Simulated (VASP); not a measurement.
# NiHgP (P4/mmm) in VASP: a series of runs, part 2 of 2

VASP 6.6.1. The steps go on from the part before.

### 4 Single point, PBE

This run uses another cell than the first one, of 20.77 Å³/atom.

Input file INCAR:

```
PREC = Accurate
ENCUT = 520
EDIFF = 1E-6
ISMEAR = 0
SIGMA = 0.1
LREAL = F
LASPH = T
NELM = 60
ALGO = Fast
ISIF = 2
LWAVE = F
LCHARG = F
GGA = PE
NBANDS = 20
```

Input file KPOINTS:

```
Automatic mesh
0
Gamma
  12 12 12
```

Input file POSCAR:

```
NiHgP
1.0
    3.8527875697      0.0000000000      0.0000000000
    0.0000000000      3.8527875697      0.0000000000
    0.0000000000      0.0000000000      4.1978443453
Ni Hg P
1 1 1
Direct
    0.5000000000      0.5000000000      0.5000000000
    0.0000000000      0.0000000000      0.0000000000
    0.5000000000      0.5000000000      0.0000000000
```

Potentials or basis: VASP PAW PBE potentials, release 64 (Ni, Hg, P).

Command:

```bash
$ cat potpaw_PBE.64/Ni/POTCAR potpaw_PBE.64/Hg/POTCAR potpaw_PBE.64/P/POTCAR > POTCAR
$ mpirun -np 1 vasp_std > vasp.out
```

OUTCAR:

```text
PREC = Accurate
   ENCUT = 520
   EDIFF = 1E-6
   ISMEAR = 0
   LREAL = F
   LASPH = T
   NELM = 60
   ISIF = 2
   GGA = PE

 ion  position               nearest neighbor table
   1  0.500  0.500  0.500-   3 2.10   3 2.10   2 3.44   2 3.44   2 3.44   2 3.44   2 3.44   2 3.44
                             2 3.44   2 3.44
   2  0.000  0.000  0.000-   3 2.72   3 2.72   3 2.72   3 2.72   1 3.44   1 3.44   1 3.44   1 3.44
                             1 3.44   1 3.44   1 3.44   1 3.44
   3  0.500  0.500  0.000-   1 2.10   1 2.10   2 2.72   2 2.72   2 2.72   2 2.72

  LATTYP: Found a simple tetragonal cell.
 ALAT       =     3.8527875697
 C/A-ratio  =     1.0895602909

  Lattice vectors:

 A1 = (   3.8527875697,   0.0000000000,   0.0000000000)
 A2 = (   0.0000000000,   3.8527875697,   0.0000000000)
 A3 = (   0.0000000000,   0.0000000000,   4.1978443453)

Analysis of symmetry for initial positions (statically):
=====================================================================
 Subroutine PRICEL returns:
 Original cell was already a primitive cell.

 Routine SETGRP: Setting up the symmetry group for a
 simple tetragonal supercell.

[... 169 lines left out ...]

 E-fermi :   3.6398     XC(G=0): -10.1375

 val. band max:        3.6385093056   @ k =   0.4167   0.4167   0.5000
 cond. band min:       3.6413311330   @ k =   0.5000   0.4167   0.4167
 fundamental gap:      0.0028218275
 Fermi energy:         3.6398382913

 k-point     1 :       0.0000    0.0000    0.0000
  band No.  band energies     occupation
      1      -8.3306      2.00000
      2      -3.4422      2.00000
      3      -3.2195      2.00000
      4      -2.9439      2.00000
      5      -2.8122      2.00000
      6      -2.8122      2.00000
[... 541 lines left out ...]
     19      10.8544      0.00000
     20      13.2299      0.00000

 [... further k-points ...]

------------------------ aborting loop because EDIFF is reached ----------------------------------------

  FORCE on cell =-STRESS in cart. coord.  units (eV):
  Direction    XX          YY          ZZ          XY          YZ          ZX
  --------------------------------------------------------------------------------------
  -------------------------------------------------------------------------------------
  Total        0.1069472      0.1069472      0.1216829      0.0000000      0.0000000     -0.0000000
  in kB        2.7498154      2.7498154      3.1286988      0.0000000      0.0000000     -0.0000000
  external PRESSURE =       2.8761098 kB  Pullay stress =       0.0000000 kB

 VOLUME and BASIS-vectors are now :
 -----------------------------------------------------------------------------
  energy-cutoff  :      520.00
  volume of cell :       62.31
      direct lattice vectors                 reciprocal lattice vectors
     3.852787570  0.000000000  0.000000000     0.259552332  0.000000000  0.000000000
     0.000000000  3.852787570  0.000000000     0.000000000  0.259552332  0.000000000
     0.000000000  0.000000000  4.197844345     0.000000000  0.000000000  0.238217503

 POSITION                                       TOTAL-FORCE (eV/Angst)
 -----------------------------------------------------------------------------------
      1.92639      1.92639      2.09892         0.000000      0.000000      0.000000
      0.00000      0.00000      0.00000         0.000000      0.000000      0.000000
      1.92639      1.92639      0.00000         0.000000      0.000000      0.000000
 -----------------------------------------------------------------------------------
    total drift:                                0.000000      0.000000      0.000000

  FREE ENERGIE OF THE ION-ELECTRON SYSTEM (eV)
  ---------------------------------------------------
  free  energy   TOTEN  =        -9.9837413198 eV

  energy  without entropy=       -9.9740579118  energy(sigma->0) =       -9.97889962
```

OSZICAR:

```text
N       E                     dE             d eps       ncg     rms          rms(c)
DAV:   1     0.182020112930E+03    0.18202E+03   -0.12666E+04  7840   0.137E+03
DAV:   2    -0.129795744855E+01   -0.18332E+03   -0.17438E+03  7960   0.311E+02
DAV:   3    -0.109444868957E+02   -0.96465E+01   -0.95051E+01  9256   0.806E+01
DAV:   4    -0.111083052974E+02   -0.16382E+00   -0.16346E+00  8700   0.989E+00
DAV:   5    -0.111124800992E+02   -0.41748E-02   -0.41742E-02  9496   0.169E+00    0.107E+01
RMM:   6    -0.118612235586E+02   -0.74874E+00   -0.93438E+00  8503   0.304E+01    0.129E+01
RMM:   7    -0.100533807028E+02    0.18078E+01   -0.37008E+00  7936   0.187E+01    0.550E+00
RMM:   8    -0.998819664603E+01    0.65184E-01   -0.23633E-01  8337   0.381E+00    0.216E+00
RMM:   9    -0.999395820808E+01   -0.57616E-02   -0.85180E-02  8918   0.240E+00    0.118E+00
RMM:  10    -0.998335971558E+01    0.10598E-01   -0.30657E-02  9135   0.174E+00    0.168E-01
RMM:  11    -0.998367434530E+01   -0.31463E-03   -0.52906E-03  9447   0.432E-01    0.100E-01
RMM:  12    -0.998372579776E+01   -0.51452E-04   -0.91987E-04  9724   0.208E-01    0.452E-02
RMM:  13    -0.998373800589E+01   -0.12208E-04   -0.17504E-04  9989   0.992E-02    0.327E-02
RMM:  14    -0.998374167123E+01   -0.36653E-05   -0.46415E-05  9746   0.445E-02    0.814E-03
RMM:  15    -0.998374131977E+01    0.35146E-06   -0.73475E-06  8309   0.218E-02
   1 F= -.99837413E+01 E0= -.99788996E+01  d E =-.968341E-02
```

Wall time 6.1 min (1 thread of Oxide Virtual Turin-like, shared host); peak memory 0.35 GiB.

What came out:

| Property | Result |
| --- | --- |
| Free energy | -9.9837 eV |
| Pressure | 0.3 GPa |
| Band gap on the k mesh | zero (an odd number of electrons rules out a gap without spin polarisation) |

Levels at points of the mesh, in eV from the Fermi level:
| k point | band 10 | band 11 | band 12 | band 13 | band 14 | band 15 | band 16 | band 17 |
| --- | --- | --- | --- | --- | --- | --- | --- | --- |
| (0.00, 0.00, 0.00) | -1.58 | -1.32 | -1.32 | -0.72 | -0.42 | 1.02 | 2.46 | 6.75 |
| (0.50, 0.00, 0.00) | -1.42 | -1.36 | -0.62 | -0.47 | 0.90 | 3.25 | 4.34 | 4.74 |
| (0.50, 0.50, 0.00) | -1.56 | -1.40 | -1.40 | -0.71 | -0.33 | -0.10 | 5.05 | 6.03 |
| (0.00, 0.00, 0.50) | -2.05 | -0.72 | -0.49 | -0.44 | 0.84 | 0.84 | 5.30 | 6.44 |
| (0.50, 0.00, 0.50) | -0.86 | -0.67 | -0.49 | -0.20 | -0.18 | 2.38 | 4.34 | 5.38 |
| (0.50, 0.50, 0.50) | -2.28 | -0.94 | -0.31 | -0.04 | -0.04 | 0.02 | 3.10 | 3.10 |

Caveat: spin-orbit coupling is left out, which moves the levels of the heavy elements. Spin polarisation is off, so any magnetic state and its effect on volume and gap are missing.

### 5 Relaxation of cell and atoms, PBE, collinear spin, ferromagnetic start

Input file INCAR:

```
SYSTEM = NiHgP
PREC     = Accurate       ! precision mode
ENCUT    = 600            ! plane-wave cutoff, eV
EDIFF    = 1E-7           ! SCF threshold, eV
ISMEAR   = 0              ! smearing method
SIGMA    = 0.1            ! smearing width, eV
LREAL    = .FALSE.        ! projectors in reciprocal space
LASPH    = .TRUE.         ! aspherical terms in the spheres
NELM     = 150            ! most SCF steps
ALGO     = Normal         ! electronic algorithm
ISIF     = 3              ! what is computed and relaxed
LWAVE    = .FALSE.        ! write WAVECAR
LCHARG   = .FALSE.        ! write CHGCAR
ISPIN    = 2              ! spin polarisation
MAGMOM   = 2 0 0          ! initial moments
LORBIT   = 11             ! projections on sites
LMAXMIX  = 4              ! l up to which the mixer works
GGA      = PE             ! functional
IBRION   = 2              ! ionic algorithm
NSW      = 90             ! ionic steps
EDIFFG   = -0.04          ! ionic threshold
```

Input file KPOINTS:

```
regular mesh
0
G
  6 6 4
  0 0 0
```

Input file POSCAR:

```
NiHgP
1.0
    3.7395499000      0.0000000000      0.0000000000
    0.0000000000      3.7395499000      0.0000000000
    0.0000000000      0.0000000000      3.8164393000
Ni Hg P
1 1 1
Direct
    0.5000000000      0.5000000000      0.5000000000
    0.0000000000      0.0000000000      0.0000000000
    0.5000000000      0.5000000000      0.0000000000
```

Potentials or basis: VASP PAW PBE potentials, release 64 (Ni, Hg, P).

Command:

```bash
$ cat potpaw_PBE.64/Ni/POTCAR potpaw_PBE.64/Hg/POTCAR potpaw_PBE.64/P/POTCAR > POTCAR
$ mpirun -np 1 vasp_std > vasp.out
```

OUTCAR:

```text
SYSTEM = NiHgP
   PREC = Accurate
   ENCUT = 600
   EDIFF = 1E-7
   ISMEAR = 0
   LREAL = .FALSE.
   LASPH = .TRUE.
   NELM = 150
   ISIF = 3
   ISPIN = 2
   LORBIT = 11
   GGA = PE
   IBRION = 2
   NSW = 90
   EDIFFG = -0.04

 ion  position               nearest neighbor table
   1  0.500  0.500  0.500-   3 1.91   3 1.91   2 3.26   2 3.26   2 3.26   2 3.26   2 3.26   2 3.26
                             2 3.26   2 3.26
   2  0.000  0.000  0.000-   3 2.64   3 2.64   3 2.64   3 2.64   1 3.26   1 3.26   1 3.26   1 3.26
                             1 3.26   1 3.26   1 3.26   1 3.26
   3  0.500  0.500  0.000-   1 1.91   1 1.91   2 2.64   2 2.64   2 2.64   2 2.64

  LATTYP: Found a simple tetragonal cell.
 ALAT       =     3.7395499000
 C/A-ratio  =     1.0205611376

  Lattice vectors:

 A1 = (   3.7395499000,   0.0000000000,   0.0000000000)
 A2 = (   0.0000000000,   3.7395499000,   0.0000000000)
 A3 = (   0.0000000000,   0.0000000000,   3.8164393000)

Analysis of symmetry for initial positions (statically):
=====================================================================
 Subroutine PRICEL returns:
 Original cell was already a primitive cell.

 Routine SETGRP: Setting up the symmetry group for a
 simple tetragonal supercell.

 Subroutine GETGRP returns: Found 16 space group operations
 (whereof 16 operations were pure point group operations)
 out of a pool of 16 trial point group operations.

The static configuration has the point symmetry D_4h.

Analysis of symmetry for dynamics (positions and initial velocities):
=====================================================================
 Subroutine PRICEL returns:
 Original cell was already a primitive cell.

 Routine SETGRP: Setting up the symmetry group for a
 simple tetragonal supercell.

 Subroutine GETGRP returns: Found 16 space group operations
 (whereof 16 operations were pure point group operations)
 out of a pool of 16 trial point group operations.

The dynamic configuration has the point symmetry D_4h.

Analysis of structural, dynamic, and magnetic symmetry:
=====================================================================
 Subroutine PRICEL returns:
 Original cell was already a primitive cell.

 Routine SETGRP: Setting up the symmetry group for a
 simple tetragonal supercell.

 Subroutine GETGRP returns: Found 16 space group operations
 (whereof 16 operations were pure point group operations)
 out of a pool of 16 trial point group operations.

The overall configuration has the point symmetry D_4h.

 Subroutine INISYM returns: Found 16 space group operations
 (whereof 16 operations are pure point group operations),
 and found     1 'primitive' translations

----------------------------------------------------------------------------------------

                                     Primitive cell

  volume of cell :      53.3700

  direct lattice vectors                    reciprocal lattice vectors
     3.739549900  0.000000000  0.000000000     0.267411862  0.000000000  0.000000000
     0.000000000  3.739549900  0.000000000     0.000000000  0.267411862  0.000000000
     0.000000000  0.000000000  3.816439300     0.000000000  0.000000000  0.262024343

  length of vectors
     3.739549900  3.739549900  3.816439300     0.267411862  0.267411862  0.262024343

  position of ions in fractional coordinates (direct lattice)
     0.500000000  0.500000000  0.500000000
     0.000000000  0.000000000  0.000000000
     0.500000000  0.500000000  0.000000000

  ion indices of the primitive-cell ions
   primitive index   ion index
                 1           1
                 2           2
                 3           3

----------------------------------------------------------------------------------------

 KPOINTS: regular mesh

Automatic generation of k-mesh.
 Grid dimensions read from file:
 generate k-points for:    6    6    4

 Generating k-lattice:

  Cartesian coordinates                     Fractional coordinates (reciprocal lattice)
     0.044568644  0.000000000  0.000000000     0.166666667  0.000000000  0.000000000
     0.000000000  0.044568644  0.000000000     0.000000000  0.166666667  0.000000000
     0.000000000  0.000000000  0.065506086     0.000000000  0.000000000  0.250000000

  Length of vectors
     0.044568644  0.044568644  0.065506086

  Shift w.r.t. Gamma in fractional coordinates (k-lattice)
     0.000000000  0.000000000  0.000000000

 Subroutine IBZKPT returns following result:
 ===========================================

 Found     30 irreducible k-points:

 Following reciprocal coordinates:
            Coordinates               Weight
  0.000000  0.000000  0.000000      1.000000
  0.166667  0.000000  0.000000      4.000000
  0.333333  0.000000  0.000000      4.000000
  0.500000  0.000000  0.000000      2.000000
  0.166667  0.166667  0.000000      4.000000
  0.333333  0.166667  0.000000      8.000000
[... 16 lines left out ...]
  0.333333  0.000000  0.500000      4.000000
  0.500000  0.000000  0.500000      2.000000
 [... further k-points ...]
   k-points           NKPTS =     30   k-points in BZ     NKDIM =     30   number of bands    NBANDS=     18
   number of dos      NEDOS =    301   number of ions     NIONS =      3
   total plane-waves  NPLWV =  27000
   dimension x,y,z NGX =    30 NGY =   30 NGZ =   30
   dimension x,y,z NGXF=    60 NGYF=   60 NGZF=   60
   ions per type =               1   1   1
   NGX,Y,Z   is equivalent  to a cutoff of  13.34, 13.34, 13.07 a.u.
   NGXF,Y,Z  is equivalent  to a cutoff of  26.67, 26.67, 26.14 a.u.
 SYSTEM =  NiHgP
   PREC   = accura    normal or accurate (medium, high low for compatibility)
   ISTART =      0    job   : 0-new  1-cont  2-samecut
   ICHARG =      2    charge: 1-file 2-atom 10-const
   ISPIN  =      2    spin polarized calculation?
   LNONCOLLINEAR =      F non collinear calculations
   LSORBIT =      F    spin-orbit coupling
   LASPH  =      T    aspherical Exc in radial PAW
   ENCUT  =  600.0 eV  44.10 Ry    6.64 a.u.   7.47  7.47  7.62*2*pi/ulx,y,z
   NELM   =    150;   NELMIN=  2; NELMDL= -5     # of ELM steps
   EDIFF  = 0.1E-06   stopping-criterion for ELM
   LREAL  =      F    real-space projection
   EDIFFG = -.4E-01   stopping-criterion for IOM
   NSW    =     90    number of steps for IOM
   IBRION =      2    ionic relax: 0-MD 1-quasi-New 2-CG
   NFREE  =      1    steps in history (QN), initial steepest desc. (CG)
   ISIF   =      3    stress and relaxation
   ISYM   =      2    0-nonsym 1-usesym 2-fastsym
   POTIM  = 0.5000    time-step for ionic-motion
   TEBEG  =    0.0;   TEEND  =   0.0 temperature during run
   PSTRESS=    0.0 pullay stress
   NELECT =      27.0000    total number of electrons
   NUPDOWN=      -1.0000    fix difference up-down
   EMIN   =  10.00;   EMAX   =-10.00  energy-range for DOS
   EFERMI =   0.00;   METHOD = LEGACY
   ISMEAR =     0;   SIGMA  =   0.10  broadening in eV -4-tet -1-fermi 0-gaus
   EFERMI_NEDOS =   21; number of points for ismear=-14 and -15
   IALGO  =     38    algorithm
   IMIX   =      4    mixing-type and parameters
     AMIX     =   0.40;   BMIX     =  1.00
     AMIX_MAG =   1.60;   BMIX_MAG =  1.00
  volume/ion in A,a.u.               =      17.79       120.05
  Fermi-wavevector in a.u.,A,eV,Ry     =   1.304459  2.465070 23.151852  1.701613
  Thomas-Fermi vector in A             =   2.435393
   LORBIT       =     11    0 simple, 1 ext, 2 COOP (PROOUT), +10 PAW based schemes
   GGA     = PE    functional components
   LHFCALC =     F    Hartree Fock is set to
   AEXX    =    0.0000 exact exchange contribution
   IVDW    =     0    specifies the selected vdW correction
   LEPSILON=     F    determine dielectric tensor
   LRPA    =     F    only Hartree local field effects (RPA)
 conjugate gradient relaxation of ions
 spin polarized calculation
 Gauss-broadening in eV      SIGMA  =   0.10
  energy-cutoff  :      600.00
  volume of cell :       53.37
 maximum number of plane-waves:      1803
 NGX is ok and might be reduce to    30
   NGX = 15   NGY = 15   NGZ = 15

--------------------------------------- Ionic step        1  -------------------------------------------

 number of electron      26.9999994 magnetization      -0.0008920

 number of electron      26.9999994 magnetization       0.0000476

 Free energy of the ion-electron system (eV)
  ---------------------------------------------------
  ext. energy  EPLUGINS =         0.00000000
  ---------------------------------------------------
  free energy    TOTEN  =        -9.15753906 eV

  energy without entropy =       -9.14300668  energy(sigma->0) =       -9.15027287

 E-fermi :   5.0255     XC(G=0): -10.8985

 val. band max:        5.0164031963   @ k =   0.5000   0.1667   0.0000
 cond. band min:       5.0428116680   @ k =   0.5000   0.5000   0.5000
 fundamental gap:      0.0264084717
 Fermi energy:         5.0254790658
[... 2264 lines left out ...]
 number of electron      27.0000005 magnetization       0.0000031

 number of electron      27.0000005 magnetization      -0.0000001

 Free energy of the ion-electron system (eV)
  ---------------------------------------------------
  ext. energy  EPLUGINS =         0.00000000
  ---------------------------------------------------
  free energy    TOTEN  =        -9.95315593 eV

  energy without entropy =       -9.93696829  energy(sigma->0) =       -9.94506211

 E-fermi :   3.5845     XC(G=0): -10.1171

 val. band max:        3.5840617302   @ k =   0.5000   0.3333   0.2500
 cond. band min:       3.5917315558   @ k =   0.3333   0.1667   0.2500
 fundamental gap:      0.0076698257
 Fermi energy:         3.5844830247
[... 1044 lines left out ...]
  FREE ENERGIE OF THE ION-ELECTRON SYSTEM (eV)
  ---------------------------------------------------
  free  energy   TOTEN  =        -9.9531559268 eV

  energy  without entropy=       -9.9369682851  energy(sigma->0) =       -9.94506211

 reached required accuracy - stopping structural energy minimisation

 total charge

# of ion       s       p       d       tot
------------------------------------------
    1        0.465   0.383   8.443   9.290
    2        0.816   0.296   9.321  10.433
    3        1.067   1.406   0.000   2.473
--------------------------------------------------
tot          2.348   2.085  17.764  22.197

 magnetization (x)

# of ion       s       p       d       tot
------------------------------------------
    1        0.000   0.000   0.000   0.000
    2        0.000   0.000   0.000   0.000
    3        0.000   0.000   0.000   0.000
--------------------------------------------------
tot          0.000   0.000   0.000   0.000
```

Wall time 7.5 min (1 thread of Oxide Virtual Turin-like, shared host); peak memory 0.21 GiB.

Results:

| Quantity | Value |
| --- | --- |
| Free energy | -9.9532 eV |
| Relaxed volume | 20.87 Å³/atom |
| Relaxed cell | a = 3.859 Å, b = 3.859 Å, c = 4.204 Å, α = 90.00°, β = 90.00°, γ = 90.00° |
| Space group after relaxing (to 0.1 Å) | P4/mmm (No. 123) |
| Energy gained by relaxing | 265.2 meV/atom |
| Ionic steps | 7 |
| Pressure after relaxing | -0.1 GPa |
| Net moment | 0.00 μB per cell |
| Valence electrons inside the program's atomic spheres | Ni 9.29; Hg 10.43; P 2.47 |

Stress tensor (GPa, compression positive):
```
-0.08  0.00  0.00
 0.00 -0.08  0.00
 0.00  0.00 -0.26
```

The path:
```csv
step,energy change (eV),largest force (eV/Å),pressure (GPa),volume (Å³)
1,0.0000,0.0000,21.67,53.37
2,0.0298,0.0000,-8.61,73.18
3,-0.7797,0.0000,-0.04,61.50
4,-0.7836,0.0000,0.70,61.04
5,-0.7841,0.0000,1.10,60.79
6,-0.7943,0.0000,0.28,61.94
7,-0.7956,0.0000,-0.14,62.61
```

Final structure:
```
Ni Hg P
1.0
     3.85905    0.00000    0.00000
     0.00000    3.85905    0.00000
     0.00000    0.00000    4.20424
Ni Hg P
1 1 1
Cartesian
  1.9295 1.9295 2.1021
  0.0000 0.0000 0.0000
  1.9295 1.9295 0.0000
```

Caveat: the k points lie up to 0.37 Å⁻¹ apart in the final cell; the volume moved by over 15 % at a fixed basis, so the end points are rough; the moments typed at the start vanished in this run; spin-orbit coupling is left out, which moves the levels of the heavy elements.

The gap in the log of VASP goes by the Fermi energy; the results here count the filled bands.